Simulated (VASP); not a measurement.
# Sr (Imma) in VASP: electric field gradients with LDA

Aim: the electric field gradients of Sr with LDA.

Everything below comes from runs of VASP 6.6.1. Logs are shortened: lines on timing, memory, paths and dates and some standing lists are left out, and cuts for length are marked.

## 1. The cell of the first run

Symmetry: Imma, No. 74, orthorhombic system. The conventional cell has a = 5.620 Å, b = 5.720 Å, c = 3.050 Å, α = 90.00°, β = 90.00°, γ = 90.00°. Sr (site symmetry mm2) has 10 Sr at 2.91 to 3.66 Å within 3.8 Å.

## 2. Electric field gradients, LDA

INCAR

```
ALGO = Normal
EDIFF = 1E-8
ENCUT = 520
GGA = CA
ISIF = 2
ISMEAR = -1
LASPH = True
LCHARG = False
LEFG = True
LREAL = False
LWAVE = False
NBANDS = 17
NELM = 100
PREC = Accurate
SIGMA = 0.05
```

KPOINTS

```
k-points
0
Gamma
  11 11 11
```

POSCAR

```
Sr
1.0
   -2.8100000000      2.8600000000      1.5250000000
    2.8100000000     -2.8600000000      1.5250000000
    2.8100000000      2.8600000000     -1.5250000000
Sr
2
Direct
    0.3750000000      0.1250000000      0.2500000000
    0.6250000000      0.8750000000      0.7500000000
```

Potentials or basis: VASP PAW LDA potentials, release 64 (Sr_sv).

The run is started by

```bash
$ cat potpaw_LDA.64/Sr_sv/POTCAR > POTCAR
$ mpirun -np 1 vasp_std > vasp.out
```

OUTCAR:

```text
EDIFF = 1E-8
   ENCUT = 520
   GGA = CA
   ISIF = 2
   ISMEAR = -1
   LASPH = True
   LREAL = False
   NELM = 100
   PREC = Accurate

 ion  position               nearest neighbor table
   1  0.375  0.125  0.250-   2 2.91   2 2.91   2 2.96   2 2.96   2 3.62   2 3.62   2 3.66   2 3.66
                             2 4.74   2 4.77
   2  0.625  0.875  0.750-   1 2.91   1 2.91   1 2.96   1 2.96   1 3.62   1 3.62   1 3.66   1 3.66
                             1 4.74   1 4.77

  LATTYP: Found a body centered orthorhombic cell.
 ALAT       =     3.0500000000
 B/A-ratio  =     1.8426229508
 C/A-ratio  =     1.8754098361

  Lattice vectors:

 A1 = (   2.8100000000,  -2.8600000000,   1.5250000000)
 A2 = (  -2.8100000000,  -2.8600000000,  -1.5250000000)
 A3 = (   2.8100000000,   2.8600000000,  -1.5250000000)

Analysis of symmetry for initial positions (statically):
=====================================================================
 Subroutine PRICEL returns:
 Original cell was already a primitive cell.

 Routine SETGRP: Setting up the symmetry group for a
 body centered orthorhombic supercell.

 Subroutine GETGRP returns: Found  8 space group operations
 (whereof  4 operations were pure point group operations)
 out of a pool of  8 trial point group operations.

The static configuration has the point symmetry C_2h.
 The point group associated with its full space group is D_2h.

Analysis of symmetry for dynamics (positions and initial velocities):
=====================================================================
 Subroutine PRICEL returns:
 Original cell was already a primitive cell.

 Routine SETGRP: Setting up the symmetry group for a
 body centered orthorhombic supercell.

 Subroutine GETGRP returns: Found  8 space group operations
 (whereof  4 operations were pure point group operations)
 out of a pool of  8 trial point group operations.

The dynamic configuration has the point symmetry C_2h.
 The point group associated with its full space group is D_2h.

 Subroutine INISYM returns: Found  8 space group operations
 (whereof  4 operations are pure point group operations),
 and found     1 'primitive' translations

----------------------------------------------------------------------------------------

                                     Primitive cell
[... 122 lines left out ...]
 non-spin polarized calculation
  energy-cutoff  :      520.00
  volume of cell :       49.02
 maximum number of plane-waves:      1342
   NGX = 15   NGY = 15   NGZ = 15

 number of electron      20.0000000 magnetization

 Free energy of the ion-electron system (eV)
  ---------------------------------------------------
  ext. energy  EPLUGINS =         0.00000000
  ---------------------------------------------------
  free energy    TOTEN  =        -1.37990865 eV

  energy without entropy =       -1.37098512  energy(sigma->0) =       -1.37544689

 E-fermi :   4.9697     XC(G=0): -10.5707

 val. band max:        4.9371236881   @ k =  -0.3636  -0.3636   0.2727
 cond. band min:       4.9716842275   @ k =  -0.1818  -0.1818   0.0909
 fundamental gap:      0.0345605393
 Fermi energy:         4.9696893058

 k-point     1 :       0.0000    0.0000    0.0000
  band No.  band energies     occupation
      1     -30.9712      2.00000
      2     -30.1733      2.00000
      3     -13.9134      2.00000
      4     -13.7277      2.00000
      5     -11.8104      2.00000
      6     -11.7897      2.00000
[... 457 lines left out ...]
      4     -13.2939      2.00000
      5     -13.1315      2.00000
      6     -12.5249      2.00000
[... 9 lines left out ...]
     16       9.9577      0.00000
     17      11.1384      0.00000

 [... further k-points ...]
[... 5 lines left out ...]
  --------------------------------------------------------------------------------------
  -------------------------------------------------------------------------------------
  Total        7.2240739      6.4163472      7.1607637      0.0000000     -0.0000000      0.0000000
  in kB      236.0970584    209.6989460    234.0279543      0.0000000     -0.0000000      0.0000000
  external PRESSURE =     226.6079862 kB  Pullay stress =       0.0000000 kB

 VOLUME and BASIS-vectors are now :
 -----------------------------------------------------------------------------
  energy-cutoff  :      520.00
  volume of cell :       49.02
      direct lattice vectors                 reciprocal lattice vectors
    -2.810000000  2.860000000  1.525000000     0.000000000  0.174825175  0.327868852
     2.810000000 -2.860000000  1.525000000     0.177935943  0.000000000  0.327868852
     2.810000000  2.860000000 -1.525000000     0.177935943  0.174825175  0.000000000

 POSITION                                       TOTAL-FORCE (eV/Angst)
 -----------------------------------------------------------------------------------
      0.00000      1.43000      0.38125        -0.000000     -0.000000     -0.006616
      2.81000      1.43000      1.14375         0.000000      0.000000      0.006616
 -----------------------------------------------------------------------------------
    total drift:                                0.000000     -0.000000      0.000000

  FREE ENERGIE OF THE ION-ELECTRON SYSTEM (eV)
  ---------------------------------------------------
  free  energy   TOTEN  =        -1.3799086464 eV

  energy  without entropy=       -1.3709851243  energy(sigma->0) =       -1.37544689

 Electric field gradients (V/A^2)
---------------------------------------------------------------------
 ion       V_xx      V_yy      V_zz      V_xy      V_xz      V_yz
---------------------------------------------------------------------
   1     -23.490   -40.219    63.709     0.000     0.000     0.000
   2     -23.490   -40.219    63.709     0.000     0.000     0.000
---------------------------------------------------------------------

 Electric field gradients after diagonalization (V/A^2)
 (convention: |V_zz| > |V_xx| > |V_yy|)
----------------------------------------------------------------------
 ion       V_xx      V_yy      V_zz     asymmetry (V_yy - V_xx)/ V_zz
----------------------------------------------------------------------
   1     -40.219   -23.490    63.709       0.263
   2     -40.219   -23.490    63.709       0.263
----------------------------------------------------------------------

           NMR quadrupolar parameters

 Cq : quadrupolar parameter    Cq=e*Q*V_zz/h
 eta: asymmetry parameters     (V_yy - V_xx)/ V_zz
 Q  : nuclear electric quadrupole moment in mb (millibarn)
----------------------------------------------------------------------
 ion       Cq(MHz)       eta       Q (mb)
----------------------------------------------------------------------
   1       0.154       0.263       1.000
   2       0.154       0.263       1.000
----------------------------------------------------------------------
```

OSZICAR:

```text
N       E                     dE             d eps       ncg     rms          rms(c)
DAV:   1     0.103693148144E+03    0.10369E+03   -0.10406E+04  7352   0.111E+03
DAV:   2     0.438100296775E+01   -0.99312E+02   -0.97290E+02  9506   0.254E+02
DAV:   3    -0.146026680652E+01   -0.58413E+01   -0.57914E+01 12561   0.456E+01
DAV:   4    -0.158400297906E+01   -0.12374E+00   -0.12348E+00  9294   0.518E+00
DAV:   5    -0.158629935526E+01   -0.22964E-02   -0.22962E-02 10489   0.509E-01    0.303E+01
DAV:   6    -0.143688208094E+01    0.14942E+00   -0.10516E-01 12279   0.186E+00    0.177E+01
DAV:   7    -0.137948586418E+01    0.57396E-01   -0.17779E-01 12959   0.218E+00    0.783E-01
DAV:   8    -0.137985083035E+01   -0.36497E-03   -0.68216E-03  9343   0.549E-01    0.273E-01
DAV:   9    -0.137992130048E+01   -0.70470E-04   -0.33659E-04 11312   0.135E-01    0.906E-02
DAV:  10    -0.137990899770E+01    0.12303E-04   -0.20627E-05 11201   0.322E-02    0.918E-03
DAV:  11    -0.137990861288E+01    0.38482E-06   -0.64163E-07 11900   0.549E-03    0.415E-03
DAV:  12    -0.137990864603E+01   -0.33156E-07   -0.16136E-07 11456   0.181E-03    0.589E-04
DAV:  13    -0.137990864643E+01   -0.39472E-09   -0.32969E-09  5106   0.484E-04
   1 F= -.13799086E+01 E0= -.13754469E+01  d E =-.892352E-02
```

stdout:

```text
POSCAR found type information on POSCAR Sr
 POSCAR found :  1 types and       2 ions
 scaLAPACK will be used
 LDA part: xc-table for (Slater(with rela. corr.)+CA(PZ))
 , standard interpolation
 POSCAR, INCAR and KPOINTS ok, starting setup
 FFT: planning ... GRIDC
 FFT: planning ... GRID_SOFT
 FFT: planning ... GRID
 WAVECAR not read
 entering main loop
ion   1

ion   2
```

Wall time 3.7 min (1 thread of Intel Xeon 8259CL, shared host); peak memory 0.27 GiB.

Results:

```yaml
Free_energy: -1.3799 eV
Pressure: 22.7 GPa
Largest_force: 0.007 eV/Å
Band_gap_on_the_k_mesh: zero (bands 10 and 11 overlap by 0.95 eV)
Largest_electric_field_gradient_by_atom: Sr +63.7 V/Å²
```

Forces on the atoms (eV/Å):
```
Sr   0.000  0.000 -0.007
Sr   0.000  0.000  0.007
```

Levels at points of the mesh, in eV from the Fermi level:
| k point | band 8 | band 9 | band 10 | band 11 | band 12 | band 13 |
| --- | --- | --- | --- | --- | --- | --- |
| (0.00, 0.00, 0.00) | -16.63 | -3.74 | -2.42 | 0.58 | 0.68 | 1.69 |

Electric field gradients, principal values (V/Å²):
```csv
atom,least,middle,greatest (by size)
1 Sr,-23.490,-40.219,63.709
2 Sr,-23.490,-40.219,63.709
```

Caveat: the cell stands under pressure; without QUAD_EFG the Cq values of the log hold for a quadrupole moment of 1 mb, not for the nuclei.

The gap in the log of VASP goes by the Fermi energy; the results here count the filled bands.